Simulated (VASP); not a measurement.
Wanted: the native input for a VASP 6.6.1 run.

```
Task                   : single point
Functional             : PBE
Dispersion             : D3(BJ)
Potentials or basis    : VASP PAW PBE potentials, release 64 (Pb_d, Se)
Cutoff                 : 520 eV
k mesh                 : 6 × 6 × 6
Occupations            : fermi-dirac, width 0.02 eV
Spin                   : no spin polarisation
Dipole correction      : no
Further INCAR settings : ALGO = Normal; EDIFF = 1e-07; NBANDS = 28
```

The structure of PbSe lies in POSCAR:

```
PbSe
1.0
    0.0000000000      6.4683072635      3.0715737860
    3.0716484042      0.0000000000      3.0715737860
    3.0716484042      6.4683072635      0.0000000000
Pb Se
2 2
Direct
    0.1319616313      0.8511026306      0.1488973694
    0.8511026306      0.1319616313      0.8680383687
    0.6338245840      0.3491121541      0.6508878459
    0.3491121541      0.6338245840      0.3661754160
```

One way to write it, as run:

INCAR

```
PREC = Accurate
ENCUT = 520
EDIFF = 1E-7
ISMEAR = -1
SIGMA = 0.02
LREAL = False
LASPH = True
NELM = 100
ALGO = Normal
ISIF = 2
LWAVE = False
LCHARG = False
GGA = PE
IVDW = 12
NBANDS = 28
```

KPOINTS

```
Automatic mesh
0
Gamma
  6 6 6
```

Potentials or basis: VASP PAW PBE potentials, release 64 (Pb_d, Se).

Run with:

```bash
$ cat potpaw_PBE.64/Pb_d/POTCAR potpaw_PBE.64/Se/POTCAR > POTCAR
$ mpirun -np 1 vasp_std > vasp.out
```

It gave:

```
Pressure                   : 0.0 GPa
Largest force              : 0.009 eV/Å
Band gap on the k mesh     : 0.59 eV (least direct gap 1.11 eV)
Dispersion energy per atom : -0.346 eV
```

Caveat: spin-orbit coupling is left out, which moves the levels of the heavy elements.

Run time: 92 s on 1 thread of AMD EPYC 9R45 96-Core Processor (Zen 5), with other jobs on the host, peak memory 0.34 GiB.
